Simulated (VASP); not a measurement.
# KCaLaFeO6 (F-43m) in VASP: relaxation of volume and atoms at fixed shape with PBE+U

Aim: the relaxation of volume and atoms at fixed shape of KCaLaFeO6 with PBE+U.

All numbers are computed with VASP 6.6.1; they aren't measurements. Logs are shortened: lines on timing, memory, paths and dates and some standing lists are left out, and cuts for length are marked.

**1. The cell of the first run**

It takes space group F-43m (No. 216, cubic). Conventional cell: a = 8.132 Å, b = 8.132 Å, c = 8.132 Å, α = 90.00°, β = 90.00°, γ = 90.00°. K (site symmetry -43m) has 12 O at 2.88 Å and 4 Ca at 3.52 Å and 4 Fe at 3.52 Å within 3.8 Å. Ca (site symmetry -43m) has 6 O at 2.21 Å within 2.9 Å. La (site symmetry -43m) has 12 O at 2.88 Å and 4 Ca at 3.52 Å and 4 Fe at 3.52 Å within 3.8 Å. Within 2.5 Å of Fe (site symmetry -43m) lie 6 O at 1.86 Å. O (site symmetry 2mm) has 1 Fe at 1.86 Å and 1 Ca at 2.21 Å within 2.5 Å.

**2. Relaxation of volume and atoms at fixed shape, PBE+U, collinear spin, ferromagnetic start**

Input file INCAR:

```
  PREC = Accurate
  ENCUT = 600
  EDIFF = 1E-7
  ISMEAR = -1
  SIGMA = 0.15
  LREAL = False
  LASPH = True
  NELM = 200
  ALGO = Normal
  ISIF = 8
  LWAVE = False
  LCHARG = False
  ISPIN = 2
  MAGMOM = 0 0 0 2.4 0 0 0 0 0 0
  LORBIT = 11
  LMAXMIX = 6
  LDAU = True
  LDAUTYPE = 2
  LDAUL = -1 -1 -1 2 -1
  LDAUU = 0 0 0 2 0
  LDAUJ = 0 0 0 0 0
  LDAUPRINT = 1
  GGA = PE
  IBRION = 2
  NSW = 100
  EDIFFG = -0.01
  GGA_COMPAT = False
  NELMIN = 4
```

Input file KPOINTS:

```
regular mesh
0
Gamma
  6 6 6
```

Input file POSCAR:

```
KCaLaFeO6
1.0
    0.0000000000      4.0662227100      4.0662227100
    4.0662227100      0.0000000000      4.0662227100
    4.0662227100      4.0662227100      0.0000000000
K Ca La Fe O
1 1 1 1 6
Direct
    0.2500000000      0.2500000000      0.2500000000
    0.0000000000      0.0000000000      0.0000000000
    0.7500000000      0.7500000000      0.7500000000
    0.5000000000      0.5000000000      0.5000000000
    0.7282661000      0.2717339000      0.2717339000
    0.2717339000      0.2717339000      0.7282661000
    0.7282661000      0.7282661000      0.2717339000
    0.7282661000      0.2717339000      0.7282661000
    0.2717339000      0.7282661000      0.2717339000
    0.2717339000      0.7282661000      0.7282661000
```

Potentials or basis: VASP PAW PBE potentials, release 64 (K_sv, Ca_sv, La, Fe, O).

Launch:

```console
$ cat potpaw_PBE.64/K_sv/POTCAR potpaw_PBE.64/Ca_sv/POTCAR potpaw_PBE.64/La/POTCAR potpaw_PBE.64/Fe/POTCAR potpaw_PBE.64/O/POTCAR > POTCAR
$ mpirun -np 1 vasp_std > vasp.out
```

OUTCAR:

```text
PREC = Accurate
   ENCUT = 600
   EDIFF = 1E-7
   ISMEAR = -1
   LREAL = False
   LASPH = True
   NELM = 200
   ISIF = 8
   ISPIN = 2
   LORBIT = 11
   GGA = PE
   IBRION = 2
   NSW = 100
   EDIFFG = -0.01
   NELMIN = 4

 ion  position               nearest neighbor table
   1  0.250  0.250  0.250-   5 2.88   6 2.88   9 2.88   6 2.88   8 2.88  10 2.88   7 2.88   9 2.88
                            10 2.88   5 2.88   7 2.88   8 2.88
   2  0.000  0.000  0.000-   5 2.21   6 2.21   7 2.21   8 2.21   9 2.21  10 2.21
   3  0.750  0.750  0.750-
   4  0.500  0.500  0.500-   5 1.86   6 1.86   7 1.86   8 1.86   9 1.86  10 1.86
   5  0.728  0.272  0.272-   4 1.86   2 2.21   1 2.88   1 2.88
   6  0.272  0.272  0.728-   4 1.86   2 2.21   1 2.88   1 2.88
   7  0.728  0.728  0.272-   4 1.86   2 2.21   1 2.88   1 2.88
   8  0.728  0.272  0.728-   4 1.86   2 2.21   1 2.88   1 2.88
   9  0.272  0.728  0.272-   4 1.86   2 2.21   1 2.88   1 2.88
  10  0.272  0.728  0.728-   4 1.86   2 2.21   1 2.88   1 2.88

  LATTYP: Found a face centered cubic cell.
 ALAT       =     8.1324454200

  Lattice vectors:

 A1 = (   0.0000000000,   4.0662227100,   4.0662227100)
 A2 = (   4.0662227100,   0.0000000000,   4.0662227100)
 A3 = (   4.0662227100,   4.0662227100,   0.0000000000)

Analysis of symmetry for initial positions (statically):
=====================================================================
 Subroutine PRICEL returns:
 Original cell was already a primitive cell.

 Routine SETGRP: Setting up the symmetry group for a
 face centered cubic supercell.

 Subroutine GETGRP returns: Found 24 space group operations
 (whereof 24 operations were pure point group operations)
 out of a pool of 48 trial point group operations.

The static configuration has the point symmetry T_d .

Analysis of symmetry for dynamics (positions and initial velocities):
=====================================================================
 Subroutine PRICEL returns:
 Original cell was already a primitive cell.

 Routine SETGRP: Setting up the symmetry group for a
 face centered cubic supercell.

 Subroutine GETGRP returns: Found 24 space group operations
 (whereof 24 operations were pure point group operations)
 out of a pool of 48 trial point group operations.

The dynamic configuration has the point symmetry T_d .

Analysis of structural, dynamic, and magnetic symmetry:
=====================================================================
 Subroutine PRICEL returns:
 Original cell was already a primitive cell.

 Routine SETGRP: Setting up the symmetry group for a
 face centered cubic supercell.

 Subroutine GETGRP returns: Found 24 space group operations
 (whereof 24 operations were pure point group operations)
 out of a pool of 48 trial point group operations.

The overall configuration has the point symmetry T_d .

 Subroutine INISYM returns: Found 24 space group operations
 (whereof 24 operations are pure point group operations),
 and found     1 'primitive' translations

----------------------------------------------------------------------------------------

                                     Primitive cell

  volume of cell :     134.4632

  direct lattice vectors                    reciprocal lattice vectors
     0.000000000  4.066222710  4.066222710    -0.122964244  0.122964244  0.122964244
     4.066222710  0.000000000  4.066222710     0.122964244 -0.122964244  0.122964244
     4.066222710  4.066222710  0.000000000     0.122964244  0.122964244 -0.122964244

  length of vectors
[... 112 lines left out ...]
  Thomas-Fermi vector in A             =   2.469805
   LORBIT       =     11    0 simple, 1 ext, 2 COOP (PROOUT), +10 PAW based schemes
 LDA+U is selected, type is set to LDAUTYPE =  2
   angular momentum for each species LDAUL =    -1   -1   -1    2   -1
   U (eV)           for each species LDAUU =   0.0  0.0  0.0  2.0  0.0
   J (eV)           for each species LDAUJ =   0.0  0.0  0.0  0.0  0.0
   GGA     = PE    functional components
   LHFCALC =     F    Hartree Fock is set to
   AEXX    =    0.0000 exact exchange contribution
   IVDW    =     0    specifies the selected vdW correction
   LEPSILON=     F    determine dielectric tensor
   LRPA    =     F    only Hartree local field effects (RPA)
 conjugate gradient relaxation of ions
 spin polarized calculation
  energy-cutoff  :      600.00
  volume of cell :      134.46
 maximum number of plane-waves:      4512
 NGX is ok and might be reduce to    48
   NGX = 23   NGY = 23   NGZ = 23

--------------------------------------- Ionic step        1  -------------------------------------------

 number of electron      73.9999984 magnetization       3.8467913

 Free energy of the ion-electron system (eV)
  ---------------------------------------------------
  ext. energy  EPLUGINS =         0.00000000
  ---------------------------------------------------
  free energy    TOTEN  =       -64.13083472 eV

  energy without entropy =      -63.86438097  energy(sigma->0) =      -63.99760784

------------------------ aborting loop because EDIFF is reached ----------------------------------------

  FORCE on cell =-STRESS in cart. coord.  units (eV):
  Direction    XX          YY          ZZ          XY          YZ          ZX
  --------------------------------------------------------------------------------------
  -------------------------------------------------------------------------------------
  Total       -1.4291352     -1.4291352     -1.4291352      0.0000000     -0.0000000     -0.0000000
  in kB      -17.0286578    -17.0286578    -17.0286578      0.0000000     -0.0000000     -0.0000000
  external PRESSURE =     -17.0286578 kB  Pullay stress =       0.0000000 kB
[... 157 lines left out ...]
  FREE ENERGIE OF THE ION-ELECTRON SYSTEM (eV)
  ---------------------------------------------------
  free  energy   TOTEN  =       -64.1510531249 eV

  energy  without entropy=      -63.8864925331  energy(sigma->0) =      -64.01877283

atom =   4  type =  4  l = 2

 onsite density matrix

spin component  1

  0.9879  0.0000  0.0000 -0.0000 -0.0000
  0.0000  0.9879 -0.0000  0.0000 -0.0000
  0.0000 -0.0000  0.6484  0.0000 -0.0000
 -0.0000  0.0000  0.0000  0.9879 -0.0000
 -0.0000 -0.0000 -0.0000 -0.0000  0.6484

spin component  2

  0.2470 -0.0000 -0.0000  0.0000  0.0000
 -0.0000  0.2470  0.0000 -0.0000 -0.0000
 -0.0000  0.0000  0.5273 -0.0000  0.0000
  0.0000 -0.0000 -0.0000  0.2470  0.0000
  0.0000 -0.0000  0.0000  0.0000  0.5273

 occupancies and eigenvectors

  o =  0.2470  v =  0.0000  0.0000  0.0000  0.0000  0.0000  0.0000 -0.0225 -0.0000  0.9997  0.0000      0.0000  0.0000  0.0000  0.0000  0.0000  0.0000  0.0000  0.0000  0.0000  0.0000
  o =  0.2470  v =  0.0000  0.0000  0.0000  0.0000  0.0000  1.0000  0.0000  0.0000  0.0000  0.0000      0.0000  0.0000  0.0000  0.0000  0.0000  0.0000  0.0000  0.0000  0.0000  0.0000
  o =  0.2470  v =  0.0000  0.0000  0.0000  0.0000  0.0000  0.0000 -0.9997  0.0000 -0.0225  0.0000      0.0000  0.0000  0.0000  0.0000  0.0000  0.0000  0.0000  0.0000  0.0000  0.0000
  o =  0.5273  v =  0.0000  0.0000  0.0000  0.0000  0.0000  0.0000  0.0000 -0.1562 -0.0000  0.9877      0.0000  0.0000  0.0000  0.0000  0.0000  0.0000  0.0000  0.0000  0.0000  0.0000
  o =  0.5273  v =  0.0000  0.0000  0.0000  0.0000  0.0000  0.0000  0.0000  0.9877 -0.0000  0.1562      0.0000  0.0000  0.0000  0.0000  0.0000  0.0000  0.0000  0.0000  0.0000  0.0000
  o =  0.6484  v =  0.0000 -0.0000  0.9676  0.0000 -0.2526  0.0000  0.0000  0.0000  0.0000  0.0000      0.0000  0.0000  0.0000  0.0000  0.0000  0.0000  0.0000  0.0000  0.0000  0.0000
  o =  0.6484  v =  0.0000  0.0000  0.2526 -0.0000  0.9676  0.0000  0.0000  0.0000  0.0000  0.0000      0.0000  0.0000  0.0000  0.0000  0.0000  0.0000  0.0000  0.0000  0.0000  0.0000
  o =  0.9879  v =  0.0000 -0.9970  0.0000  0.0779  0.0000  0.0000  0.0000  0.0000  0.0000  0.0000      0.0000  0.0000  0.0000  0.0000  0.0000  0.0000  0.0000  0.0000  0.0000  0.0000
  o =  0.9879  v =  1.0000  0.0000  0.0000  0.0000  0.0000  0.0000  0.0000  0.0000  0.0000  0.0000      0.0000  0.0000  0.0000  0.0000  0.0000  0.0000  0.0000  0.0000  0.0000  0.0000
  o =  0.9879  v =  0.0000 -0.0779  0.0000 -0.9970 -0.0000  0.0000  0.0000  0.0000  0.0000  0.0000      0.0000  0.0000  0.0000  0.0000  0.0000  0.0000  0.0000  0.0000  0.0000  0.0000

--------------------------------------- Ionic step        5  -------------------------------------------

 number of electron      73.9999993 magnetization       3.8501531

 Free energy of the ion-electron system (eV)
  ---------------------------------------------------
  ext. energy  EPLUGINS =         0.00000000
  ---------------------------------------------------
  free energy    TOTEN  =       -64.15112866 eV

  energy without entropy =      -63.88654272  energy(sigma->0) =      -64.01883569

 E-fermi :   3.3195     XC(G=0): -10.5954

 val. band max:        3.3133866937   @ k =   0.5000   0.0000   0.0000
 cond. band min:       3.3639784384   @ k =   0.1667   0.1667   0.0000
 fundamental gap:      0.0505917447
 Fermi energy:         3.3194974304

 spin component 1

 k-point     1 :       0.0000    0.0000    0.0000
  band No.  band energies     occupation
      1     -33.8986      1.00000
      2     -28.4554      1.00000
      3     -24.1549      1.00000
      4     -15.5706      1.00000
      5     -15.5706      1.00000
      6     -15.5706      1.00000
[... 757 lines left out ...]
     44       6.2987      0.00000
     45       6.3019      0.00000
 Fermi energy:         3.3194974304

 spin component 2

 k-point     1 :       0.0000    0.0000    0.0000
  band No.  band energies     occupation
      1     -33.9134      1.00000
      2     -28.4504      1.00000
      3     -24.1485      1.00000
      4     -15.5363      1.00000
      5     -15.5363      1.00000
      6     -15.5363      1.00000
[... 794 lines left out ...]
  FREE ENERGIE OF THE ION-ELECTRON SYSTEM (eV)
  ---------------------------------------------------
  free  energy   TOTEN  =       -64.1511286583 eV

  energy  without entropy=      -63.8865427198  energy(sigma->0) =      -64.01883569

 reached required accuracy - stopping structural energy minimisation

 total charge

# of ion       s       p       d       f       tot
--------------------------------------------------
    1        1.961   5.599   0.041   0.000   7.602
    2        2.046   5.904   0.387   0.000   8.337
    3        1.994   5.682   0.406   0.159   8.241
    4        0.523   0.944   6.021   0.000   7.488
    5        1.571   3.385   0.000   0.000   4.956
    6        1.571   3.385   0.000   0.000   4.956
    7        1.571   3.385   0.000   0.000   4.956
    8        1.571   3.385   0.000   0.000   4.956
    9        1.571   3.385   0.000   0.000   4.956
   10        1.571   3.385   0.000   0.000   4.956
--------------------------------------------------
tot         15.953  38.437   6.854   0.159  61.404

 magnetization (x)

# of ion       s       p       d       f       tot
--------------------------------------------------
    1        0.000   0.003   0.001   0.000   0.005
    2       -0.002  -0.005  -0.009   0.000  -0.017
    3        0.001   0.003   0.004   0.001   0.009
    4        0.006   0.012   2.467   0.000   2.485
    5        0.003   0.168   0.000   0.000   0.171
    6        0.003   0.168   0.000   0.000   0.171
    7        0.003   0.168   0.000   0.000   0.171
    8        0.003   0.168   0.000   0.000   0.171
    9        0.003   0.168   0.000   0.000   0.171
   10        0.003   0.168   0.000   0.000   0.171
--------------------------------------------------
tot          0.021   1.024   2.463   0.001   3.508
```

Run time: 21 min. Hardware: 1 thread of Intel Xeon Platinum 8488C (Sapphire Rapids), shared host; peak memory 0.57 GiB.

What came out:

| Property | Result |
| --- | --- |
| Free energy | -64.1511 eV |
| Relaxed volume | 13.30 Å³/atom |
| Relaxed cell | a = 5.730 Å, b = 5.730 Å, c = 5.730 Å, α = 60.00°, β = 60.00°, γ = 60.00° |
| Space group after relaxing (to 0.1 Å) | F-43m (No. 216) |
| Energy gained by relaxing | 2.0 meV/atom |
| Ionic steps | 5 |
| Pressure after relaxing | 0.0 GPa |
| Largest force after relaxing | 0.008 eV/Å |
| Net moment | 3.85 μB per cell |
| Site moments | K +0.01; Ca -0.02; La +0.01; Fe +2.48; O +0.17 μB |
| Valence electrons inside the program's atomic spheres | K 7.60; Ca 8.34; La 8.24; Fe 7.49; O 4.96 |

Forces in eV/Å, atoms in the order of the input:
```
K    0.000  0.000  0.000
Ca   0.000  0.000  0.000
La   0.000  0.000  0.000
Fe   0.000  0.000  0.000
O   -0.008  0.000  0.000
O    0.000  0.000 -0.008
O    0.000  0.000  0.008
O    0.000  0.008  0.000
O    0.000 -0.008  0.000
O    0.008  0.000  0.000
```

The path:
```
step  energy change (eV)  largest force (eV/Å)  pressure (GPa)  volume (Å³)
   1              0.0000                0.3813           -1.70       134.46
   2             -0.0067                0.3013            1.67       131.70
   3             -0.0202                0.0162            0.10       132.92
   4             -0.0202                0.0085            0.13       132.89
   5             -0.0203                0.0078            0.03       133.03
```

Final structure:
```yaml
crystal:
  lattice:
    - [0.00000, 4.05172, 4.05172]
    - [4.05172, 0.00000, 4.05172]
    - [4.05172, 4.05172, 0.00000]
  atoms:
    - { symbol: K, position: [0.25000, 0.25000, 0.25000] }
    - { symbol: Ca, position: [0.00000, 0.00000, 0.00000] }
    - { symbol: La, position: [0.75000, 0.75000, 0.75000] }
    - { symbol: Fe, position: [0.50000, 0.50000, 0.50000] }
    - { symbol: O, position: [0.72690, 0.27310, 0.27310] }
    - { symbol: O, position: [0.27310, 0.27310, 0.72690] }
    - { symbol: O, position: [0.72690, 0.72690, 0.27310] }
    - { symbol: O, position: [0.72690, 0.27310, 0.72690] }
    - { symbol: O, position: [0.27310, 0.72690, 0.27310] }
    - { symbol: O, position: [0.27310, 0.72690, 0.72690] }
```

Levels at points of the mesh, in eV from the Fermi level:
Spin up:
```tsv
k point	band 36	band 37	band 38	band 39	band 40	band 41	band 42	band 43
(0.00, 0.00, 0.00)	-0.59	-0.29	-0.29	-0.29	1.76	1.76	3.02	3.03
(0.50, 0.00, 0.00)	-1.03	-0.76	-0.76	-0.57	2.27	2.27	2.96	2.98
(0.50, 0.50, 0.00)	-1.06	-0.82	-0.82	-0.32	1.50	1.76	2.96	2.97
```
Spin down:
```tsv
k point	band 33	band 34	band 35	band 36	band 37	band 38
(0.00, 0.00, 0.00)	-0.33	0.25	0.25	0.25	1.19	1.19
(0.50, 0.00, 0.00)	-0.76	-0.26	-0.26	-0.01	1.32	1.43
(0.50, 0.50, 0.00)	-0.86	-0.56	-0.56	0.21	0.94	1.64
```

Eigenvalues of the final occupation matrices:
```csv
site,spin,trace,eigenvalues
site 4 d,1,4.26,0.65 0.65 0.99 0.99 0.99
site 4 d,2,1.80,0.25 0.25 0.25 0.53 0.53
```

Caveat: spin-orbit coupling is left out, which moves the levels of the heavy elements; a cell with one magnetic atom can't hold antiferromagnetic order, which such compounds often take. The state reached can hang on the start; a lower one may exist.
